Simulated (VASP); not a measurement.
Set up this calculation in VASP 6.6.1, as the native input.

```yaml
Task: relaxation of cell and atoms
Functional: r2SCAN
Potentials_or_basis: VASP PAW PBE potentials, release 64 (Te)
Cutoff: 600 eV
k_mesh: 6 × 6 × 6
Occupations: gaussian, width 0.1 eV
Spin: no spin polarisation
Dipole_correction: no
Further_INCAR_settings: ALGO = Normal; EDIFF = 1e-07; IBRION = 2; EDIFFG = -0.04; NSW = 90; ISIF = 3
```

The system is Te.

```
Te
1.0
     5.62432    0.00000    0.00000
    -2.81216    4.87081    0.00000
     0.00000    0.00000    3.16643
Te
3
Cartesian
  0.0000 0.0000 0.0000
  0.0000 3.2472 1.5832
  2.8122 1.6236 1.5832
```

This isn't the form of Te at room conditions, which is trigonal, of chains.

One way to write it, as run:

POSCAR

```
Te
1.0
    5.6243226610      0.0000000000      0.0000000000
   -2.8121613305      4.8708063035      0.0000000000
    0.0000000000      0.0000000000      3.1664262252
Te
3
Direct
    0.0000000000      0.0000000000      0.0000000000
    0.3333333333      0.6666666667      0.5000000000
    0.6666666667      0.3333333333      0.5000000000
```

INCAR.step1

```
SYSTEM = Te
ALGO = Normal
EDIFF = 1E-4
ENCUT = 600
GGA = PE
ISMEAR = 0
LASPH = .True.
LCHARG = .False.
LREAL = .False.
LWAVE = .True.
NELM = 80
PREC = Accurate
SIGMA = 0.1
```

INCAR.step2

```
SYSTEM = Te
ALGO = Normal
EDIFF = 1E-7
EDIFFG = -0.04
ENCUT = 600
IBRION = 2
ISIF = 3
ISMEAR = 0
ISTART = 1
LASPH = .True.
LCHARG = .False.
LMIXTAU = .True.
LREAL = .False.
LWAVE = .False.
METAGGA = R2SCAN
NELM = 80
NSW = 90
PREC = Accurate
SIGMA = 0.1
```

KPOINTS

```
k-points
0
Gamma
  6 6 6
  0 0 0
```

Potentials or basis: VASP PAW PBE potentials, release 64 (Te).

Command:

```sh
$ cat potpaw_PBE.64/Te/POTCAR > POTCAR
$ cp INCAR.step1 INCAR
$ mpirun -np 1 vasp_std > vasp.out
$ cp INCAR.step2 INCAR
$ mpirun -np 1 vasp_std > vasp.out
```

Results of the run:

| Property | Result |
| --- | --- |
| Relaxed volume | 29.26 Å³/atom |
| Relaxed cell | a = 5.753 Å, b = 5.753 Å, c = 3.063 Å, α = 90.00°, β = 90.00°, γ = 120.00° |
| Space group after relaxing (to 0.1 Å) | P6/mmm (No. 191) |
| Energy gained by relaxing | 8.4 meV/atom |
| Ionic steps | 5 |
| Pressure after relaxing | -0.1 GPa |
| Band gap on the k mesh | zero (bands 9 and 10 overlap by 4.28 eV) |

Caveat: the PAW data sets were made with another functional, which shifts forces and pressure a little; spin-orbit coupling is left out, which moves the levels of the heavy elements.

Wall time 5.3 min on 1 thread of Intel(R) Xeon(R) 6975P-C (Granite Rapids), with other jobs on the host, peak memory 0.26 GiB.
